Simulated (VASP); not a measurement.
# WC (P1) in VASP: further runs, part 2 of 2

VASP 6.6.1. The steps go on from the part before.

**3. Single point, PBEsol**

INCAR reads:

```
PREC = Accurate
ENCUT = 520
EDIFF = 1E-7
ISMEAR = -1
SIGMA = 0.17
LREAL = Auto
LASPH = T
NELM = 80
ALGO = Normal
ISIF = 2
LWAVE = F
LCHARG = T
GGA = PS
LELF = T
LVHAR = T
NBANDS = 86
```

KPOINTS reads:

```
Automatic mesh
0
Gamma
  3 3 3
```

POSCAR reads:

```
WC
1.0
   -2.8860900000     -4.9988550000      0.0000000000
    4.3291350000     -2.4994270000      0.0000000000
    0.0000000000      0.0000000000      5.6483400000
W C
8 8
Direct
    0.7465936468      0.4868262269     -0.0072233612
    0.7653319742      0.4778360937      0.4891348609
    0.5184633938      0.0189950224      0.0113130583
    0.5368458721     -0.0242114180      0.5183292790
    0.2575781879      0.5157598071     -0.0112245368
    0.2865507248      0.5131073948      0.5328822273
    0.0009889946     -0.0073792276     -0.0146768785
    0.0296751120     -0.0199011941      0.5144874423
    0.5008149454      0.6720735218      0.2307403591
    0.5361515916      0.7036236447      0.7821058931
    0.3046418476      0.1949405112      0.2664145572
    0.2821120507      0.1668233419      0.7628081879
   -0.0223641250      0.6477864799      0.2179401382
    0.0219623155      0.6255488035      0.7517429900
    0.7596455368      0.1542121896      0.2875358070
    0.7600802373      0.1434605232      0.7233629704
```

Potentials or basis: VASP PAW PBE potentials, release 64 (W_sv, C).

Launch:

```
$ cat potpaw_PBE.64/W_sv/POTCAR potpaw_PBE.64/C/POTCAR > POTCAR
$ mpirun -np 1 vasp_std > vasp.out
```

OUTCAR:

```text
PREC = Accurate
   ENCUT = 520
   EDIFF = 1E-7
   ISMEAR = -1
   LREAL = Auto
   LASPH = T
   NELM = 80
   ISIF = 2
   GGA = PS

 ion  position               nearest neighbor table
   1  0.747  0.487  0.993-  13 2.01  10 2.02   9 2.16  14 2.20  16 2.30  15 2.35   3 2.69   2 2.81
                             5 2.83   2 2.85   7 2.87   7 2.92   5 2.95   3 2.97
   2  0.765  0.478  0.489-  15 1.98  16 2.13  13 2.14  14 2.22   9 2.32  10 2.40   6 2.78   1 2.81
                             4 2.82   4 2.84   1 2.85   8 2.92   8 2.94   6 3.02
   3  0.518  0.019  0.011-  10 2.04  11 2.09  12 2.09   9 2.13  15 2.20  16 2.23   1 2.69   7 2.79
                             4 2.79   4 2.87   5 2.91   5 2.93   1 2.97   7 2.99
   4  0.537  0.976  0.518-  16 1.92  10 2.02  15 2.04  12 2.23   9 2.23  11 2.24   6 2.73   3 2.79
                             2 2.82   2 2.84   8 2.84   3 2.87   8 2.93   6 3.05
   5  0.258  0.516  0.989-  14 1.99   9 2.11  12 2.17  13 2.17  10 2.20  11 2.26   6 2.58   7 2.81
                             1 2.83   3 2.91   3 2.93   1 2.95   7 3.01   6 3.08
   6  0.287  0.513  0.533-  14 2.04  12 2.16  11 2.19  10 2.23   9 2.25   5 2.58  13 2.61   4 2.73
                             8 2.77   2 2.78   2 3.02   8 3.05   4 3.05   5 3.08
   7  0.001  0.993  0.985-  16 2.17  13 2.17  12 2.23  14 2.26  15 2.35  11 2.57   8 2.67   3 2.79
                             5 2.81   1 2.87   1 2.92   3 2.99   8 2.99   5 3.01
[... 1435 lines left out ...]
     83      15.2109      0.00000
     84      15.5040      0.00000
 [bands above 84 left out]

------------------------ aborting loop because EDIFF is reached ----------------------------------------

  FORCE on cell =-STRESS in cart. coord.  units (eV):
  Direction    XX          YY          ZZ          XY          YZ          ZX
  --------------------------------------------------------------------------------------
  -------------------------------------------------------------------------------------
  Total       17.5666298     18.1421679     20.8645039     -0.0880326     -3.2724670     -1.7910322
  in kB      172.6902496    178.3481259    205.1102820     -0.8654120    -32.1702652    -17.6068941
  external PRESSURE =     185.3828858 kB  Pullay stress =       0.0000000 kB

 VOLUME and BASIS-vectors are now :
 -----------------------------------------------------------------------------
  energy-cutoff  :      520.00
  volume of cell :      162.98
      direct lattice vectors                 reciprocal lattice vectors
    -2.886090000 -4.998855000  0.000000000    -0.086622372 -0.150034365  0.000000000
     4.329135000 -2.499427000  0.000000000     0.173244779 -0.100022910  0.000000000
     0.000000000  0.000000000  5.648340000     0.000000000  0.000000000  0.177043167

 POSITION                                       TOTAL-FORCE (eV/Angst)
 -----------------------------------------------------------------------------------
     -0.04720     -4.94890      5.60754        -0.969410     -1.976863      0.818612
     -0.14020     -5.02010      2.76280         1.886415     -2.037259      2.118646
     -1.41410     -2.63920      0.06390        -1.007984      0.682279      1.042897
      2.67493     -5.12253      2.92770         4.486195      2.967763     -4.067085
      1.48940     -2.57670      5.58494        -3.003780      0.603497      5.503437
      1.39430     -2.71490      3.00990        -1.928337      2.406100     -6.154233
[... 8 lines left out ...]
     -1.52480     -4.18280      1.62410        -1.791375     -1.196446     -4.157411
     -1.57260     -4.15810      4.08580         0.361849     -3.257195      4.031765
 -----------------------------------------------------------------------------------
    total drift:                                0.014203      0.003072      0.001830

  FREE ENERGIE OF THE ION-ELECTRON SYSTEM (eV)
  ---------------------------------------------------
  free  energy   TOTEN  =      -185.4082470220 eV

  energy  without entropy=     -185.0827686602  energy(sigma->0) =     -185.24550784
```

OSZICAR:

```text
N       E                     dE             d eps       ncg     rms          rms(c)
[... 11 lines left out ...]
DAV:  12    -0.185408319462E+03    0.28095E-03   -0.20955E-03  2968   0.304E-01    0.968E-02
DAV:  13    -0.185408250649E+03    0.68813E-04   -0.53738E-04  3160   0.151E-01    0.362E-02
DAV:  14    -0.185408249634E+03    0.10153E-05   -0.11186E-04  2904   0.674E-02    0.211E-02
DAV:  15    -0.185408248258E+03    0.13757E-05   -0.15944E-05  2920   0.283E-02    0.986E-03
DAV:  16    -0.185408247432E+03    0.82607E-06   -0.46320E-06  2968   0.118E-02    0.485E-03
DAV:  17    -0.185408247136E+03    0.29663E-06   -0.54555E-07  2536   0.499E-03    0.191E-03
DAV:  18    -0.185408247017E+03    0.11908E-06   -0.10411E-07  1456   0.215E-03    0.659E-04
DAV:  19    -0.185408247022E+03   -0.53842E-08   -0.44489E-08  1456   0.107E-03
   1 F= -.18540825E+03 E0= -.18524551E+03  d E =-.325478E+00
```

Wall time 12 min (1 thread of Intel Xeon 8259CL, shared host); peak memory 0.31 GiB.

Results:

* Free energy: -185.4082 eV
* Pressure: 18.5 GPa
* Largest force: 6.883 eV/Å
* Band gap on the k mesh: 0.01 eV (least direct gap 0.20 eV)

Forces in eV/Å, atoms in the order of the input:
```
W   -0.969 -1.977  0.819
W    1.886 -2.037  2.119
W   -1.008  0.682  1.043
W    4.486  2.968 -4.067
W   -3.004  0.603  5.503
W   -1.928  2.406 -6.154
W   -0.574 -1.712  3.313
W    1.031 -0.522 -3.203
C   -0.765 -0.829  2.198
C   -2.485  3.231 -2.295
C    0.529  3.012  0.341
C    0.362  1.158 -0.542
C    0.084 -3.416  2.323
C    3.785  0.886 -1.271
C   -1.791 -1.196 -4.157
C    0.362 -3.257  4.032
```

Caveat: the cell stands under pressure; the smearing spreads over this small gap; the PAW data sets were made with another functional, which shifts forces and pressure a little; spin-orbit coupling is left out, which moves the levels of the heavy elements. A k mesh can miss the band edges.

**4. Single point, PBEsol**

Changes to INCAR since step 3:

```diff
@@ -7,3 +7,3 @@
 LASPH = T
-NELM = 80
+NELM = 100
 ALGO = Normal
```

KPOINTS reads:

```
regular mesh
0
Gamma
  3 3 3
```

POSCAR reads:

```
WC
1.0
   -2.8860900000     -4.9988550000      0.0000000000
    4.3291350000     -2.4994270000      0.0000000000
    0.0000000000      0.0000000000      5.6483400000
W C
8 8
Direct
    0.7544264191      0.4739613211      0.0106579986
    0.7768758148      0.4694317734      0.5191082690
    0.4965541916     -0.0262869864     -0.0032044813
    0.5153727324     -0.0165132089      0.5089105826
    0.2622686800      0.4807729522      0.0044083748
    0.2540477499      0.5051366314      0.5182761661
    0.0287751595      0.0056241490      0.0414989183
    0.0042772040     -0.0431623418      0.5197279201
    0.4820363525      0.6368940438      0.2649273946
    0.5416508279      0.6327714515      0.7475293626
    0.2615005605      0.1539139234      0.2901383415
    0.2386481044      0.1570890969      0.7757677477
   -0.0100551674      0.6817019756      0.2596160996
    0.0228583233      0.6350393735      0.7697482800
    0.7725682618      0.1331678348      0.2437353275
    0.7645442770      0.1320918827      0.7527875447
```

Launch:

```
$ cat potpaw_PBE.64/W_sv/POTCAR potpaw_PBE.64/C/POTCAR > POTCAR
$ mpirun -np 1 vasp_std > vasp.out
```

Run time: 12 min. Hardware: 1 thread of Intel Xeon 8259CL, shared host; peak memory 0.31 GiB.

It converged, with:

```yaml
Free_energy: -187.4701 eV
Pressure: 14.1 GPa
Largest_force: 6.880 eV/Å
Band_gap_on_the_k_mesh: zero (bands 72 and 73 overlap by 0.10 eV)
```

Forces on the atoms (eV/Å):
```
W   -0.041 -1.332  1.106
W    1.251  1.773 -2.401
W   -1.135 -2.792  2.550
W   -0.308  0.851 -0.121
W    0.770 -0.133  2.369
W   -4.577  0.624 -0.787
W   -1.574  3.999 -5.372
W    3.558 -3.227  1.353
C   -0.227 -3.478 -0.753
C    2.571  1.950  1.091
C    0.335 -0.202 -1.425
C   -1.750 -1.610 -2.015
C   -4.129  1.139 -0.193
C    1.941  0.770  0.420
C    2.627  1.788  2.654
C    0.687 -0.120  1.525
```

Stress tensor (GPa, compression positive):
```
15.99  0.96  1.55
 0.96 14.48  1.86
 1.55  1.86 11.93
```

Levels at points of the mesh, in eV from the Fermi level:
| k point | band 69 | band 70 | band 71 | band 72 | band 73 | band 74 | band 75 | band 76 |
| --- | --- | --- | --- | --- | --- | --- | --- | --- |
| (0.00, 0.00, 0.00) | -0.62 | -0.57 | -0.32 | 0.04 | 0.29 | 0.83 | 1.07 | 1.64 |

Caveat: the k points lie up to 0.42 Å⁻¹ apart; the atoms stand as in a frame of molecular dynamics; the PAW data sets were made with another functional, which shifts forces and pressure a little; spin-orbit coupling is left out, which moves the levels of the heavy elements.

**5. Summary**

```tsv
cell	gap on the mesh (eV)	pressure (GPa)	largest force (eV/Å)
as given, atomic positions A	none	13.3	6.77
as given, atomic positions B	0.01	18.5	6.88
as given, atomic positions C	none	14.1	6.88
```

Alike in all rows: task single point; level PBEsol; potentials or basis VASP PAW PBE potentials, release 64 (W_sv, C); no spin polarisation; k mesh 3 × 3 × 3; cutoff (eV) 520; smearing fermi-dirac 0.17 eV.

Caveats: some runs use coarse meshes; the PAW data sets were made with another functional, which shifts forces and pressure a little; spin-orbit coupling is left out, which moves the levels of the heavy elements; the cell stands under pressure (at least some runs); the smearing spreads over this small gap (at least some runs); the atoms stand as in a frame of molecular dynamics (at least some runs).

Total energies depend on the potentials used, so only differences within one code and one set of settings carry meaning.
